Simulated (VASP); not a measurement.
# MgO (R-3m) in VASP: notebook

The runs below take MgO through single point, with PBE.

Program: VASP 6.6.1. These are calculated values, not measurements. Logs are shortened: lines on timing, memory, paths and dates and some standing lists are left out, and cuts for length are marked.

**1. The cell of the first run**

It takes space group R-3m (No. 166, trigonal). The conventional cell has a = 2.397 Å, b = 2.397 Å, c = 11.741 Å, α = 90.00°, β = 90.00°, γ = 120.00°. Mg (site symmetry -3m) has 6 Mg at 2.40 Å and 6 O at 2.40 Å within 3.2 Å. O (site symmetry -3m) has 6 O at 2.40 Å and 6 Mg at 2.40 Å within 3.2 Å.

**2. Single point, PBE**

The input, INCAR:

```
SYSTEM = MgO
PREC = Accurate
ENCUT = 600
EDIFF = 1E-6
ISMEAR = 0
SIGMA = 0.05
LREAL = .FALSE.
LASPH = .TRUE.
NELM = 120
ALGO = Normal
ISIF = 2
LWAVE = .FALSE.
LCHARG = .TRUE.
GGA = PE
LELF = .TRUE.
LVHAR = .TRUE.
NBANDS = 11
GGA_COMPAT = .FALSE.
```

The input, KPOINTS:

```
regular mesh
0
G
  10 10 10
  0 0 0
```

The input, POSCAR:

```
MgO
1.0
    1.1297797854      2.8244494634      2.8244494634
    2.8244494634      1.1297797854      2.8244494634
    2.8244494634      2.8244494634      1.1297797854
Mg O
1 1
Direct
    0.0000000000      0.0000000000      0.0000000000
    0.5000000000      0.5000000000      0.5000000000
```

Potentials or basis: VASP PAW PBE potentials, release 64 (Mg, O).

Launch:

```
$ cat potpaw_PBE.64/Mg/POTCAR potpaw_PBE.64/O/POTCAR > POTCAR
$ mpirun -np 1 vasp_std > vasp.out
```

OUTCAR:

```text
SYSTEM = MgO
   PREC = Accurate
   ENCUT = 600
   EDIFF = 1E-6
   ISMEAR = 0
   LREAL = .FALSE.
   LASPH = .TRUE.
   NELM = 120
   ISIF = 2
   GGA = PE

 ion  position               nearest neighbor table
   1  0.000  0.000  0.000-   2 2.40   2 2.40   2 2.40   2 2.40   2 2.40   2 2.40
   2  0.500  0.500  0.500-   1 2.40   1 2.40   1 2.40   1 2.40   1 2.40   1 2.40

  LATTYP: Found a trigonal (rhomboedric) cell.
 ALAT       =     4.1510759938
 COS(alpha) =     0.8333333333

  Lattice vectors:

 A1 = (   1.1297797854,   2.8244494634,   2.8244494634)
 A2 = (   2.8244494634,   1.1297797854,   2.8244494634)
 A3 = (   2.8244494634,   2.8244494634,   1.1297797854)

Analysis of symmetry for initial positions (statically):
=====================================================================
 Subroutine PRICEL returns:
 Original cell was already a primitive cell.

 Routine SETGRP: Setting up the symmetry group for a
 trigonal (rhombohedral) supercell.

 Subroutine GETGRP returns: Found 12 space group operations
 (whereof 12 operations were pure point group operations)
 out of a pool of 12 trial point group operations.

The static configuration has the point symmetry D_3d.

Analysis of symmetry for dynamics (positions and initial velocities):
=====================================================================
 Subroutine PRICEL returns:
 Original cell was already a primitive cell.

 Routine SETGRP: Setting up the symmetry group for a
 trigonal (rhombohedral) supercell.

 Subroutine GETGRP returns: Found 12 space group operations
 (whereof 12 operations were pure point group operations)
 out of a pool of 12 trial point group operations.

The dynamic configuration has the point symmetry D_3d.

 Subroutine INISYM returns: Found 12 space group operations
 (whereof 12 operations are pure point group operations),
 and found     1 'primitive' translations

----------------------------------------------------------------------------------------

                                     Primitive cell

  volume of cell :      19.4677

  direct lattice vectors                    reciprocal lattice vectors
     1.129779785  2.824449463  2.824449463    -0.344216540  0.245868957  0.245868957
     2.824449463  1.129779785  2.824449463     0.245868957 -0.344216540  0.245868957
     2.824449463  2.824449463  1.129779785     0.245868957  0.245868957 -0.344216540

  length of vectors
     4.151075994  4.151075994  4.151075994     0.489273047  0.489273047  0.489273047

  position of ions in fractional coordinates (direct lattice)
     0.000000000  0.000000000  0.000000000
     0.500000000  0.500000000  0.500000000

  ion indices of the primitive-cell ions
   primitive index   ion index
                 1           1
                 2           2

----------------------------------------------------------------------------------------

 KPOINTS: regular mesh

Automatic generation of k-mesh.
 Grid dimensions read from file:
 generate k-points for:   10   10   10

 Generating k-lattice:

  Cartesian coordinates                     Fractional coordinates (reciprocal lattice)
    -0.034421654  0.024586896  0.024586896     0.100000000  0.000000000  0.000000000
     0.024586896 -0.034421654  0.024586896     0.000000000  0.100000000  0.000000000
     0.024586896  0.024586896 -0.034421654     0.000000000  0.000000000  0.100000000

  Length of vectors
     0.048927305  0.048927305  0.048927305

  Shift w.r.t. Gamma in fractional coordinates (k-lattice)
     0.000000000  0.000000000  0.000000000

 Subroutine IBZKPT returns following result:
 ===========================================

 Found    116 irreducible k-points:

 Following reciprocal coordinates:
            Coordinates               Weight
  0.000000  0.000000  0.000000      1.000000
  0.100000  0.000000  0.000000      6.000000
  0.200000  0.000000  0.000000      6.000000
  0.300000  0.000000  0.000000      6.000000
  0.400000 -0.000000 -0.000000      6.000000
  0.500000 -0.000000 -0.000000      3.000000
[... 16 lines left out ...]
  0.300000  0.300000  0.000000      6.000000
  0.400000  0.300000  0.000000     12.000000
 [... further k-points ...]
   k-points           NKPTS =    116   k-points in BZ     NKDIM =    116   number of bands    NBANDS=     11
   number of dos      NEDOS =    301   number of ions     NIONS =      2
   total plane-waves  NPLWV =  46656
   dimension x,y,z NGX =    36 NGY =   36 NGZ =   36
   dimension x,y,z NGXF=    72 NGYF=   72 NGZF=   72
   ions per type =               1   1
   NGX,Y,Z   is equivalent  to a cutoff of  14.42, 14.42, 14.42 a.u.
   NGXF,Y,Z  is equivalent  to a cutoff of  28.84, 28.84, 28.84 a.u.
 SYSTEM =  MgO
   PREC   = accura    normal or accurate (medium, high low for compatibility)
   ISTART =      0    job   : 0-new  1-cont  2-samecut
   ICHARG =      2    charge: 1-file 2-atom 10-const
   ISPIN  =      1    spin polarized calculation?
[... 65 lines left out ...]
      3       0.5628      2.00000
      4       6.3647      0.00000
      5       6.3647      0.00000
      6      15.4684      0.00000
      7      19.0723      0.00000
      8      24.8410      0.00000
      9      24.8410      0.00000
     10      29.4472      0.00000
     11      30.5776      0.00000

 k-point     2 :       0.1000    0.0000    0.0000
  band No.  band energies     occupation
      1     -13.5725      2.00000
      2      -0.2782      2.00000
      3       1.0058      2.00000
      4       5.7658      0.00000
      5       6.2382      0.00000
      6      15.3099      0.00000
      7      19.5748      0.00000
      8      22.0417      0.00000
      9      24.6389      0.00000
     10      28.7723      0.00000
     11      30.1023      0.00000

 k-point     3 :       0.2000    0.0000    0.0000
  band No.  band energies     occupation
      1     -13.0292      2.00000
      2       0.0546      2.00000
      3       1.9321      2.00000
      4       4.4467      2.00000
      5       5.9189      0.00000
      6      14.7570      0.00000
      7      18.6078      0.00000
      8      20.6574      0.00000
      9      24.1457      0.00000
     10      25.2784      0.00000
     11      28.2873      0.00000

 k-point     4 :       0.3000    0.0000    0.0000
  band No.  band energies     occupation
      1     -12.2576      2.00000
      2       0.6738      2.00000
      3       1.7797      2.00000
      4       4.3517      2.00000
      5       5.5460      1.29642
      6      13.3377      0.00000
      7      16.6081      0.00000
      8      21.5838      0.00000
      9      22.1850      0.00000
     10      23.6052      0.00000
     11      25.6812      0.00000

 k-point     5 :       0.4000   -0.0000   -0.0000
  band No.  band energies     occupation
      1     -11.5131      2.00000
      2       0.3429      2.00000
      3       1.5905      2.00000
      4       5.2596      2.00000
      5       5.6730      0.00131
      6      11.4779      0.00000
      7      15.9198      0.00000
      8      19.7802      0.00000
      9      22.1296      0.00000
     10      23.2154      0.00000
     11      23.7462      0.00000
[... 211 lines left out ...]
 k-point    21 :      -0.3000    0.2000    0.0000
  band No.  band energies     occupation
      1     -11.2488      2.00000
      2       0.7740      2.00000
      3       2.0097      2.00000
      4       3.6505      2.00000
      5       6.4126      0.00000
      6      10.9370      0.00000
      7      16.8650      0.00000
      8      17.3616      0.00000
      9      20.6675      0.00000
     10      22.3039      0.00000
     11      26.5896      0.00000

 k-point    22 :      -0.2000    0.2000    0.0000
  band No.  band energies     occupation
      1     -11.8796      2.00000
      2       1.4158      2.00000
      3       1.4905      2.00000
      4       4.4948      2.00000
      5       4.8652      2.00000
      6      12.4036      0.00000
      7      16.9299      0.00000
      8      18.9379      0.00000
      9      22.4839      0.00000
     10      23.1526      0.00000
     11      25.7453      0.00000

 k-point    23 :       0.3000    0.3000    0.0000
  band No.  band energies     occupation
      1     -12.2358      2.00000
      2      -0.0229      2.00000
      3       2.0369      2.00000
      4       5.3295      2.00000
      5       5.5424      1.36886
      6      12.7647      0.00000
      7      16.0748      0.00000
      8      20.3723      0.00000
      9      22.9039      0.00000
     10      24.3007      0.00000
     11      28.9603      0.00000

 k-point    24 :       0.4000    0.3000    0.0000
  band No.  band energies     occupation
      1     -11.7509      2.00000
      2       0.4095      2.00000
      3       1.4712      2.00000
      4       4.9254      2.00000
      5       6.3387      0.00000
      6      11.7056      0.00000
      7      15.7436      0.00000
      8      19.2439      0.00000
      9      21.9267      0.00000
     10      24.1639      0.00000
     11      26.4080      0.00000

 [... further k-points ...]

------------------------ aborting loop because EDIFF is reached ----------------------------------------

  FORCE on cell =-STRESS in cart. coord.  units (eV):
  Direction    XX          YY          ZZ          XY          YZ          ZX
  --------------------------------------------------------------------------------------
  -------------------------------------------------------------------------------------
  Total        4.0548368      4.0548368      4.0548368     -6.6824730     -6.6824730     -6.6824730
  in kB      333.7096712    333.7096712    333.7096712   -549.9619329   -549.9619329   -549.9619329
  external PRESSURE =     333.7096712 kB  Pullay stress =       0.0000000 kB

 VOLUME and BASIS-vectors are now :
 -----------------------------------------------------------------------------
  energy-cutoff  :      600.00
  volume of cell :       19.47
      direct lattice vectors                 reciprocal lattice vectors
     1.129779785  2.824449463  2.824449463    -0.344216540  0.245868957  0.245868957
     2.824449463  1.129779785  2.824449463     0.245868957 -0.344216540  0.245868957
     2.824449463  2.824449463  1.129779785     0.245868957  0.245868957 -0.344216540

 POSITION                                       TOTAL-FORCE (eV/Angst)
 -----------------------------------------------------------------------------------
      0.00000      0.00000      0.00000        -0.000000      0.000000     -0.000000
      3.38934      3.38934      3.38934         0.000000     -0.000000      0.000000
 -----------------------------------------------------------------------------------
    total drift:                                0.000000      0.000000      0.000000

  FREE ENERGIE OF THE ION-ELECTRON SYSTEM (eV)
  ---------------------------------------------------
  free  energy   TOTEN  =        -5.4511986324 eV

  energy  without entropy=       -5.4485780990  energy(sigma->0) =       -5.44988837
```

Wall time 82 s (1 thread of Intel Xeon 8259CL, shared host); peak memory 0.22 GiB.

Results:

| Quantity | Value |
| --- | --- |
| Free energy | -5.4512 eV |
| Pressure | 33.4 GPa |
| Band gap on the k mesh | zero (band 4 reaches 6.36 eV, above the bottom of band 5 at 4.87 eV) |

Stress tensor (GPa, compression positive):
```
 33.37 -55.00 -55.00
-55.00  33.37 -55.00
-55.00 -55.00  33.37
```

**3. Single point, PBE**

This run uses another cell than the first one, of the same volume but with other edges.

The input, INCAR:

```
SYSTEM = MgO
ALGO = Normal
EDIFF = 1E-6
ENCUT = 600
GGA = PE
GGA_COMPAT = .FALSE.
ISIF = 2
ISMEAR = 0
LASPH = .TRUE.
LCHARG = .FALSE.
LREAL = .FALSE.
LWAVE = .FALSE.
NBANDS = 11
NELM = 120
PREC = Accurate
SIGMA = 0.05
```

The input, KPOINTS:

```
k-points
0
G
  10 10 10
  0 0 0
```

The input, POSCAR:

```
MgO
1.0
   -0.4627172392      1.9306477911      1.9306477911
    1.9306477911     -0.4627172392      1.9306477911
    1.9306477911      1.9306477911     -0.4627172392
Mg O
1 1
Direct
    0.0000000000      0.0000000000      0.0000000000
    0.5000000000      0.5000000000      0.5000000000
```

Potentials or basis: VASP PAW PBE potentials, release 64 (Mg, O).

Launch:

```
$ cat potpaw_PBE.64/Mg/POTCAR potpaw_PBE.64/O/POTCAR > POTCAR
$ mpirun -np 1 vasp_std > vasp.out
```

It took 18 s on 1 thread of Intel Xeon 8259CL, shared host; peak memory 0.16 GiB.

The run converged. Its results:

```
Free energy            : -11.0674 eV
Pressure               : -2.7 GPa
Band gap on the k mesh : 2.63 eV, direct
```

Stress tensor (GPa, compression positive):
```
-2.75 14.12 14.12
14.12 -2.75 14.12
14.12 14.12 -2.75
```

Levels at points of the mesh, in eV from the valence-band top:
```tsv
k point	band 1	band 2	band 3	band 4	band 5	band 6	band 7	band 8	band 9
(0.00, 0.00, 0.00)	-17.93	-1.20	-1.20	0.00	2.63	11.76	11.76	17.55	21.16
(0.50, 0.00, 0.00)	-16.86	-5.73	-1.26	-0.31	6.71	9.57	15.00	16.43	19.77
(0.50, 0.50, 0.00)	-16.29	-4.68	-3.34	-0.65	5.99	10.90	11.11	14.43	20.48
(0.50, 0.50, 0.50)	-15.85	-4.15	-2.58	-2.58	5.44	10.58	10.58	14.41	16.66
```

**4. Single point, PBE**

This run uses another cell than the first one, of the same volume but with other edges.

The input, INCAR:

```
PREC = Accurate
ENCUT = 600
EDIFF = 1E-6
ISMEAR = 0
SIGMA = 0.05
LREAL = F
LASPH = T
NELM = 120
ALGO = Normal
ISIF = 2
LWAVE = F
LCHARG = F
GGA = PE
NBANDS = 11
GGA_COMPAT = F
```

The input, KPOINTS:

```
Automatic mesh
0
Gamma
  10 10 10
```

The input, POSCAR:

```
MgO
1.0
    0.5204527220      2.4245480462      2.4245480462
    2.4245480462      0.5204527220      2.4245480462
    2.4245480462      2.4245480462      0.5204527220
Mg O
1 1
Direct
    0.0000000000      0.0000000000      0.0000000000
    0.5000000000      0.5000000000      0.5000000000
```

Launch:

```
$ cat potpaw_PBE.64/Mg/POTCAR potpaw_PBE.64/O/POTCAR > POTCAR
$ mpirun -np 1 vasp_std > vasp.out
```

It took 39 s on 1 thread of Intel Xeon 8259CL, shared host; peak memory 0.18 GiB.

It converged, with:

```yaml
Free_energy: -10.1807 eV
Pressure: 2.4 GPa
Band_gap_on_the_k_mesh: 0.25 eV, direct
```

Stress tensor (GPa, compression positive):
```
  2.36 -44.94 -44.94
-44.94   2.36 -44.94
-44.94 -44.94   2.36
```

Levels at points of the mesh, in eV from the valence-band top:
```
           k point  band 1  band 2  band 3  band 4  band 5  band 6  band 7  band 8  band 9
(0.00, 0.00, 0.00)  -18.38   -3.40    0.00    0.00    0.25   11.98   15.17   16.96   16.96
(0.50, 0.00, 0.00)  -16.71   -5.35   -3.06   -0.95    3.90    9.31   13.09   15.26   17.27
(0.50, 0.50, 0.00)  -16.64   -5.17   -3.60   -1.08    4.97    8.41   10.77   16.99   17.51
(0.50, 0.50, 0.50)  -17.80   -7.30   -0.19   -0.19    6.31    8.59   19.54   19.54   19.61
```

**5. Single point, PBE**

This run uses another cell than the first one, of the same volume but with other edges.

The input, INCAR:

```
SYSTEM = MgO
ALGO = Normal ; EDIFF = 1E-6
ENCUT = 600 ; GGA = PE
GGA_COMPAT = .FALSE. ; ISIF = 2
ISMEAR = 0 ; LASPH = .TRUE.
LCHARG = .FALSE. ; LREAL = .FALSE.
LWAVE = .FALSE. ; NBANDS = 11
NELM = 120 ; PREC = Accurate
SIGMA = 0.05
```

The input, KPOINTS:

```
k-points
0
G
  10 10 10
  0 0 0
```

The input, POSCAR:

```
MgO
1.0
   -0.6750667324      1.8564335140      1.8564335140
    1.8564335140     -0.6750667324      1.8564335140
    1.8564335140      1.8564335140     -0.6750667324
Mg O
1 1
Direct
    0.0000000000      0.0000000000      0.0000000000
    0.5000000000      0.5000000000      0.5000000000
```

Launch:

```
$ cat potpaw_PBE.64/Mg/POTCAR potpaw_PBE.64/O/POTCAR > POTCAR
$ mpirun -np 1 vasp_std > vasp.out
```

Wall time 26 s (1 thread of Intel Xeon 8259CL, shared host); peak memory 0.16 GiB.

It converged, with:

```
Free energy            : -10.5805 eV
Pressure               : -4.0 GPa
Band gap on the k mesh : 2.32 eV, indirect (least direct gap 2.48 eV)
```

Stress tensor (GPa, compression positive):
```
-3.98  8.71  8.71
 8.71 -3.98  8.71
 8.71  8.71 -3.98
```

Levels at points of the mesh, in eV from the valence-band top:
| k point | band 2 | band 3 | band 4 | band 5 | band 6 | band 7 |
| --- | --- | --- | --- | --- | --- | --- |
| (0.00, 0.00, 0.00) | -0.99 | -0.99 | -0.15 | 2.32 | 10.91 | 10.91 |
| (0.50, 0.00, 0.00) | -5.82 | -0.75 | -0.08 | 6.70 | 9.13 | 15.00 |
| (0.50, 0.50, 0.00) | -4.46 | -3.75 | 0.00 | 5.26 | 10.98 | 12.43 |
| (0.50, 0.50, 0.50) | -3.56 | -2.86 | -2.86 | 5.85 | 8.88 | 8.88 |

 A k mesh can miss the band edges.

**6. Single point, PBE**

This run uses another cell than the first one, of the same volume but with other edges.

The input, INCAR:

```
PREC = Accurate
ENCUT = 600
EDIFF = 1E-6
ISMEAR = 0
SIGMA = 0.05
LREAL = False
LASPH = True
NELM = 120
ALGO = Normal
ISIF = 2
LWAVE = False
LCHARG = False
GGA = PE
NBANDS = 11
GGA_COMPAT = False
```

The input, KPOINTS:

```
Automatic mesh
0
Gamma
  10 10 10
```

The input, POSCAR:

```
MgO
1.0
   -0.2254007805      2.0286070245      2.0286070245
    2.0286070245     -0.2254007805      2.0286070245
    2.0286070245      2.0286070245     -0.2254007805
Mg O
1 1
Direct
    0.0000000000      0.0000000000      0.0000000000
    0.5000000000      0.5000000000      0.5000000000
```

Potentials or basis: VASP PAW PBE potentials, release 64 (Mg, O).

Launch:

```
$ cat potpaw_PBE.64/Mg/POTCAR potpaw_PBE.64/O/POTCAR > POTCAR
$ mpirun -np 1 vasp_std > vasp.out
```

Run time: 23 s. Hardware: 1 thread of Intel Xeon 8259CL, shared host; peak memory 0.16 GiB.

It converged, with:

| Quantity | Value |
| --- | --- |
| Free energy | -11.6624 eV |
| Pressure | -2.5 GPa |
| Band gap on the k mesh | 3.42 eV, direct |

Stress tensor (GPa, compression positive):
```
-2.51 11.35 11.35
11.35 -2.51 11.35
11.35 11.35 -2.51
```

Levels at points of the mesh, in eV from the valence-band top:
```
           k point  band 1  band 2  band 3  band 4  band 5  band 6  band 7  band 8
(0.00, 0.00, 0.00)  -17.68   -0.90   -0.90    0.00    3.42   13.43   13.43   18.26
(0.50, 0.00, 0.00)  -16.59   -5.27   -1.28   -0.61    7.10   10.71   15.09   17.59
(0.50, 0.50, 0.00)  -16.20   -4.52   -2.51   -1.23    7.41    9.96   11.66   16.40
(0.50, 0.50, 0.50)  -16.09   -4.50   -1.83   -1.83    6.13   13.05   13.05   13.12
```

**7. Summary**

```csv
cell,gap on the mesh (eV),pressure (GPa)
"a = 4.151 Å, angles 33.6°, 2 atoms",none,33.4
"a = 2.769 Å, angles 75.3°, 2 atoms",2.63,-2.7
"a = 3.468 Å, angles 45.7°, 2 atoms",0.25,2.4
"a = 2.711 Å, angles 82.7°, 2 atoms",2.32,-4.0
"a = 2.878 Å, angles 67.3°, 2 atoms",3.42,-2.5
```

Alike in all rows: task single point; level PBE; potentials or basis VASP PAW PBE potentials, release 64 (Mg, O); no spin polarisation; k mesh 10 × 10 × 10; cutoff (eV) 600; smearing gaussian 0.05 eV.

Total energies depend on the potentials used, so only differences within one code and one set of settings carry meaning.
